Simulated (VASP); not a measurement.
# InSb3 (P4mm) in VASP: single point with PBE

Aim: the single point of InSb3 with PBE.

Program: VASP 6.6.1. These are calculated values, not measurements. Logs are shortened: lines on timing, memory, paths and dates and some standing lists are left out, and cuts for length are marked.

### 1 The cell of the first run

The structure is tetragonal, space group P4mm (No. 99). Conventional cell: a = 4.806 Å, b = 4.806 Å, c = 4.806 Å, α = 90.00°, β = 90.00°, γ = 90.00°. Within 4.5 Å of In (site symmetry 4mm) lie 12 Sb at 3.40 to 3.42 Å. Sb (site symmetry 2mm) has 8 Sb at 3.14 to 3.67 Å and 4 In at 3.40 Å within 4.1 Å. Within 4.1 Å of Sb (site symmetry 4mm) lie 8 Sb at 3.14 to 3.67 Å and 4 In at 3.42 Å.

### 2 Single point, PBE (one atom moved)

INCAR reads:

```
SYSTEM = InSb3
PREC = Accurate
ENCUT = 520
EDIFF = 1E-7
ISMEAR = 0
SIGMA = 0.1
LREAL = .False.
LASPH = .True.
NELM = 100
ALGO = Normal
ISIF = 2
LWAVE = .False.
LCHARG = .True.
GGA = PE
LELF = .True.
LVHAR = .True.
NBANDS = 22
```

KPOINTS reads:

```
regular mesh
0
Gamma
  8 8 8
  0 0 0
```

POSCAR reads:

```
InSb3
1.0
    4.8063670000      0.0000000000      0.0000000000
    0.0000000000      4.8063670000      0.0000000000
    0.0000000000      0.0000000000      4.8063670000
In Sb
1 3
Direct
    0.0000000000      0.0000000000      0.0000000000
    0.5000000000      0.0000000000      0.5000000000
    0.0000000000      0.5000000000      0.5000000000
    0.5000000000      0.5000000000      0.0780215077
```

Potentials or basis: VASP PAW PBE potentials, release 64 (In_d, Sb).

Run with:

```bash
> cat potpaw_PBE.64/In_d/POTCAR potpaw_PBE.64/Sb/POTCAR > POTCAR
> mpirun -np 1 vasp_std > vasp.out
```

OUTCAR:

```text
SYSTEM = InSb3
   PREC = Accurate
   ENCUT = 520
   EDIFF = 1E-7
   ISMEAR = 0
   LREAL = .False.
   LASPH = .True.
   NELM = 100
   ISIF = 2
   GGA = PE

 ion  position               nearest neighbor table
   1  0.000  0.000  0.000-   2 3.40   3 3.40   2 3.40   3 3.40   3 3.40   3 3.40   2 3.40   2 3.40
                             4 3.42   4 3.42   4 3.42   4 3.42
   2  0.500  0.000  0.500-   4 3.14   4 3.14   1 3.40   1 3.40   3 3.40   3 3.40   1 3.40   3 3.40
                             1 3.40   3 3.40   4 3.67   4 3.67
   3  0.000  0.500  0.500-   4 3.14   4 3.14   1 3.40   1 3.40   1 3.40   2 3.40   1 3.40   2 3.40
                             2 3.40   2 3.40   4 3.67   4 3.67
   4  0.500  0.500  0.078-   2 3.14   3 3.14   2 3.14   3 3.14   1 3.42   1 3.42   1 3.42   1 3.42
                             2 3.67   3 3.67   3 3.67   2 3.67

  LATTYP: Found a simple cubic cell.
 ALAT       =     4.8063670000

  Lattice vectors:

 A1 = (   4.8063670000,   0.0000000000,   0.0000000000)
 A2 = (   0.0000000000,   4.8063670000,   0.0000000000)
 A3 = (   0.0000000000,   0.0000000000,   4.8063670000)

Analysis of symmetry for initial positions (statically):
=====================================================================
 Subroutine PRICEL returns:
 Original cell was already a primitive cell.

 Routine SETGRP: Setting up the symmetry group for a
 simple cubic supercell.

 Subroutine GETGRP returns: Found  8 space group operations
 (whereof  8 operations were pure point group operations)
 out of a pool of 48 trial point group operations.

The static configuration has the point symmetry C_4v.

Analysis of symmetry for dynamics (positions and initial velocities):
=====================================================================
 Subroutine PRICEL returns:
 Original cell was already a primitive cell.

 Routine SETGRP: Setting up the symmetry group for a
 simple cubic supercell.

 Subroutine GETGRP returns: Found  8 space group operations
 (whereof  8 operations were pure point group operations)
 out of a pool of 48 trial point group operations.

The dynamic configuration has the point symmetry C_4v.

 Subroutine INISYM returns: Found  8 space group operations
 (whereof  8 operations are pure point group operations),
 and found     1 'primitive' translations

----------------------------------------------------------------------------------------

                                     Primitive cell

  volume of cell :     111.0327

  direct lattice vectors                    reciprocal lattice vectors
     4.806367000  0.000000000  0.000000000     0.208057354  0.000000000  0.000000000
     0.000000000  4.806367000  0.000000000     0.000000000  0.208057354  0.000000000
     0.000000000  0.000000000  4.806367000     0.000000000  0.000000000  0.208057354

  length of vectors
     4.806367000  4.806367000  4.806367000     0.208057354  0.208057354  0.208057354

  position of ions in fractional coordinates (direct lattice)
     0.000000000  0.000000000  0.000000000
     0.500000000  0.000000000  0.500000000
     0.000000000  0.500000000  0.500000000
     0.500000000  0.500000000  0.078021508

  ion indices of the primitive-cell ions
   primitive index   ion index
                 1           1
                 2           2
                 3           3
                 4           4

----------------------------------------------------------------------------------------

 KPOINTS: regular mesh

Automatic generation of k-mesh.
 Grid dimensions read from file:
 generate k-points for:    8    8    8

 Generating k-lattice:

  Cartesian coordinates                     Fractional coordinates (reciprocal lattice)
     0.026007169  0.000000000  0.000000000     0.125000000  0.000000000  0.000000000
     0.000000000  0.026007169  0.000000000     0.000000000  0.125000000  0.000000000
     0.000000000  0.000000000  0.026007169     0.000000000  0.000000000  0.125000000

  Length of vectors
     0.026007169  0.026007169  0.026007169

  Shift w.r.t. Gamma in fractional coordinates (k-lattice)
     0.000000000  0.000000000  0.000000000

 Subroutine IBZKPT returns following result:
 ===========================================

 Found     75 irreducible k-points:

 Following reciprocal coordinates:
            Coordinates               Weight
  0.000000  0.000000  0.000000      1.000000
  0.125000  0.000000  0.000000      4.000000
  0.000000  0.000000  0.125000      2.000000
  0.250000  0.000000  0.000000      4.000000
  0.000000  0.000000  0.250000      2.000000
  0.375000  0.000000  0.000000      4.000000
[... 16 lines left out ...]
  0.375000  0.250000  0.000000      8.000000
  0.000000  0.375000  0.250000      8.000000
 [... further k-points ...]
   k-points           NKPTS =     75   k-points in BZ     NKDIM =     75   number of bands    NBANDS=     22
   number of dos      NEDOS =    301   number of ions     NIONS =      4
   total plane-waves  NPLWV =  46656
   dimension x,y,z NGX =    36 NGY =   36 NGZ =   36
   dimension x,y,z NGXF=    72 NGYF=   72 NGZF=   72
   ions per type =               1   3
   NGX,Y,Z   is equivalent  to a cutoff of  12.45, 12.45, 12.45 a.u.
   NGXF,Y,Z  is equivalent  to a cutoff of  24.90, 24.90, 24.90 a.u.
 SYSTEM =  InSb3
   PREC   = accura    normal or accurate (medium, high low for compatibility)
   ISTART =      0    job   : 0-new  1-cont  2-samecut
   ICHARG =      2    charge: 1-file 2-atom 10-const
   ISPIN  =      1    spin polarized calculation?
   LNONCOLLINEAR =      F non collinear calculations
   LSORBIT =      F    spin-orbit coupling
   LASPH  =      T    aspherical Exc in radial PAW
   ENCUT  =  520.0 eV  38.22 Ry    6.18 a.u.   8.94  8.94  8.94*2*pi/ulx,y,z
   NELM   =    100;   NELMIN=  2; NELMDL= -5     # of ELM steps
   EDIFF  = 0.1E-06   stopping-criterion for ELM
   LREAL  =      F    real-space projection
   EDIFFG = 0.1E-05   stopping-criterion for IOM
   NSW    =      0    number of steps for IOM
   IBRION =     -1    ionic relax: 0-MD 1-quasi-New 2-CG
   NFREE  =      0    steps in history (QN), initial steepest desc. (CG)
   ISIF   =      2    stress and relaxation
   ISYM   =      2    0-nonsym 1-usesym 2-fastsym
   POTIM  = 0.5000    time-step for ionic-motion
   TEBEG  =    0.0;   TEEND  =   0.0 temperature during run
   PSTRESS=    0.0 pullay stress
   NELECT =      28.0000    total number of electrons
   NUPDOWN=      -1.0000    fix difference up-down
   EMIN   =  10.00;   EMAX   =-10.00  energy-range for DOS
   EFERMI =   0.00;   METHOD = LEGACY
   ISMEAR =     0;   SIGMA  =   0.10  broadening in eV -4-tet -1-fermi 0-gaus
   EFERMI_NEDOS =   21; number of points for ismear=-14 and -15
   IALGO  =     38    algorithm
   IMIX   =      4    mixing-type and parameters
     AMIX     =   0.40;   BMIX     =  1.00
     AMIX_MAG =   1.60;   BMIX_MAG =  1.00
  volume/ion in A,a.u.               =      27.76       187.32
  Fermi-wavevector in a.u.,A,eV,Ry     =   1.034294  1.954532 14.555018  1.069764
  Thomas-Fermi vector in A             =   2.168582
   LORBIT       =      0    0 simple, 1 ext, 2 COOP (PROOUT), +10 PAW based schemes
   GGA     = PE    functional components
   LHFCALC =     F    Hartree Fock is set to
   AEXX    =    0.0000 exact exchange contribution
   IVDW    =     0    specifies the selected vdW correction
   LEPSILON=     F    determine dielectric tensor
   LRPA    =     F    only Hartree local field effects (RPA)
 non-spin polarized calculation
 Gauss-broadening in eV      SIGMA  =   0.10
  energy-cutoff  :      520.00
  volume of cell :      111.03
 maximum number of plane-waves:      3016
 NGX is ok and might be reduce to    36
   NGX = 17   NGY = 17   NGZ = 17

 number of electron      28.0000009 magnetization

 Free energy of the ion-electron system (eV)
  ---------------------------------------------------
  ext. energy  EPLUGINS =         0.00000000
  ---------------------------------------------------
  free energy    TOTEN  =       -14.23312826 eV

  energy without entropy =      -14.22271179  energy(sigma->0) =      -14.22792003

 E-fermi :   7.8731     XC(G=0): -10.0383

 val. band max:        7.8488650313   @ k =   0.0000   0.2500   0.1250
 cond. band min:       7.8759269155   @ k =   0.2500   0.1250   0.5000
 fundamental gap:      0.0270618843
 Fermi energy:         7.8731052367

 k-point     1 :       0.0000    0.0000    0.0000
  band No.  band energies     occupation
      1      -6.6598      2.00000
      2      -6.6566      2.00000
      3      -6.6438      2.00000
      4      -6.6432      2.00000
      5      -6.6432      2.00000
      6      -4.4815      2.00000
[... 14 lines left out ...]
     21      12.7004      0.00000
     22      12.9189      0.00000

 k-point     2 :       0.1250    0.0000    0.0000
  band No.  band energies     occupation
      1      -6.6580      2.00000
      2      -6.6553      2.00000
      3      -6.6454      2.00000
      4      -6.6449      2.00000
      5      -6.6430      2.00000
      6      -4.3863      2.00000
[... 14 lines left out ...]
     21      13.0332      0.00000
     22      13.2099      0.00000

 k-point     3 :       0.0000    0.0000    0.1250
  band No.  band energies     occupation
      1      -6.6589      2.00000
      2      -6.6542      2.00000
      3      -6.6449      2.00000
      4      -6.6449      2.00000
      5      -6.6437      2.00000
      6      -4.3971      2.00000
[... 14 lines left out ...]
     21      13.2258      0.00000
     22      13.4043      0.00000

 k-point     4 :       0.2500    0.0000    0.0000
  band No.  band energies     occupation
      1      -6.6551      2.00000
      2      -6.6512      2.00000
      3      -6.6491      2.00000
      4      -6.6489      2.00000
      5      -6.6429      2.00000
      6      -4.1064      2.00000
[... 14 lines left out ...]
     21      12.9418      0.00000
     22      13.6464      0.00000

 k-point     5 :       0.0000    0.0000    0.2500
  band No.  band energies     occupation
      1      -6.6570      2.00000
      2      -6.6489      2.00000
      3      -6.6489      2.00000
      4      -6.6487      2.00000
      5      -6.6436      2.00000
      6      -4.1561      2.00000
[... 14 lines left out ...]
     21      13.1510      0.00000
     22      13.1860      0.00000

 k-point     6 :       0.3750    0.0000    0.0000
  band No.  band energies     occupation
      1      -6.6534      2.00000
      2      -6.6530      2.00000
      3      -6.6528      2.00000
      4      -6.6458      2.00000
      5      -6.6427      2.00000
      6      -3.6735      2.00000
[... 14 lines left out ...]
     21      12.2850      0.00000
     22      13.7681      0.00000

 k-point     7 :       0.0000    0.0000    0.3750
  band No.  band energies     occupation
      1      -6.6550      2.00000
      2      -6.6529      2.00000
      3      -6.6529      2.00000
      4      -6.6435      2.00000
      5      -6.6432      2.00000
      6      -3.8188      2.00000
[... 324 lines left out ...]
      6      -3.5192      2.00000
[... 14 lines left out ...]
     21      12.1148      0.00000
     22      14.3115      0.00000

 k-point    21 :       0.2500    0.2500    0.0000
  band No.  band energies     occupation
      1      -6.6586      2.00000
      2      -6.6496      2.00000
      3      -6.6485      2.00000
      4      -6.6485      2.00000
      5      -6.6454      2.00000
      6      -3.7301      2.00000
[... 14 lines left out ...]
     21      13.3668      0.00000
     22      13.9611      0.00000

 k-point    22 :       0.0000    0.2500    0.2500
  band No.  band energies     occupation
      1      -6.6594      2.00000
      2      -6.6514      2.00000
      3      -6.6492      2.00000
      4      -6.6479      2.00000
      5      -6.6431      2.00000
      6      -3.7809      2.00000
[... 14 lines left out ...]
     21      13.2578      0.00000
     22      14.2657      0.00000

 k-point    23 :       0.3750    0.2500    0.0000
  band No.  band energies     occupation
      1      -6.6646      2.00000
      2      -6.6524      2.00000
      3      -6.6485      2.00000
      4      -6.6474      2.00000
      5      -6.6399      2.00000
      6      -3.2947      2.00000
[... 14 lines left out ...]
     21      13.4894      0.00000
     22      14.3500      0.00000

 k-point    24 :       0.0000    0.3750    0.2500
  band No.  band energies     occupation
      1      -6.6660      2.00000
      2      -6.6523      2.00000
      3      -6.6490      2.00000
      4      -6.6480      2.00000
      5      -6.6383      2.00000
      6      -3.3500      2.00000
[... 14 lines left out ...]
     21      13.4451      0.00000
     22      14.5386      0.00000

 [... further k-points ...]

------------------------ aborting loop because EDIFF is reached ----------------------------------------

  FORCE on cell =-STRESS in cart. coord.  units (eV):
  Direction    XX          YY          ZZ          XY          YZ          ZX
  --------------------------------------------------------------------------------------
  -------------------------------------------------------------------------------------
  Total        1.0866533      1.0866533      0.8807368      0.0000000      0.0000000      0.0000000
  in kB       15.6801709     15.6801709     12.7088403      0.0000000      0.0000000      0.0000000
  external PRESSURE =      14.6897274 kB  Pullay stress =       0.0000000 kB

 VOLUME and BASIS-vectors are now :
 -----------------------------------------------------------------------------
  energy-cutoff  :      520.00
  volume of cell :      111.03
      direct lattice vectors                 reciprocal lattice vectors
     4.806367000  0.000000000  0.000000000     0.208057354  0.000000000  0.000000000
     0.000000000  4.806367000  0.000000000     0.000000000  0.208057354  0.000000000
     0.000000000  0.000000000  4.806367000     0.000000000  0.000000000  0.208057354

 POSITION                                       TOTAL-FORCE (eV/Angst)
 -----------------------------------------------------------------------------------
      0.00000      0.00000      0.00000        -0.000000     -0.000000     -0.283300
      2.40318      0.00000      2.40318        -0.000000     -0.000000      0.234576
      0.00000      2.40318      2.40318        -0.000000     -0.000000      0.234576
      2.40318      2.40318      0.37500         0.000000      0.000000     -0.185851
 -----------------------------------------------------------------------------------
    total drift:                                0.000000     -0.000000      0.000452

  FREE ENERGIE OF THE ION-ELECTRON SYSTEM (eV)
  ---------------------------------------------------
  free  energy   TOTEN  =       -14.2331282631 eV

  energy  without entropy=      -14.2227117943  energy(sigma->0) =      -14.22792003
```

Wall time 2.3 min (1 thread of Intel Xeon 8259CL, shared host); peak memory 0.32 GiB.

What came out:

```
Free energy            : -14.2331 eV
Pressure               : 1.5 GPa
Largest force          : 0.283 eV/Å
Band gap on the k mesh : zero (bands 14 and 15 overlap by 4.23 eV)
```

Forces in eV/Å, atoms in the order of the input:
```
In   0.000  0.000 -0.283
Sb   0.000  0.000  0.235
Sb   0.000  0.000  0.235
Sb   0.000  0.000 -0.186
```

Stress tensor (GPa, compression positive):
```
1.57 0.00 0.00
0.00 1.57 0.00
0.00 0.00 1.27
```

Caveat: the cell differs from its parent crystal (one atom moved); spin-orbit coupling is left out, which moves the levels of the heavy elements.

The gap in the log of VASP goes by the Fermi energy; the results here count the filled bands.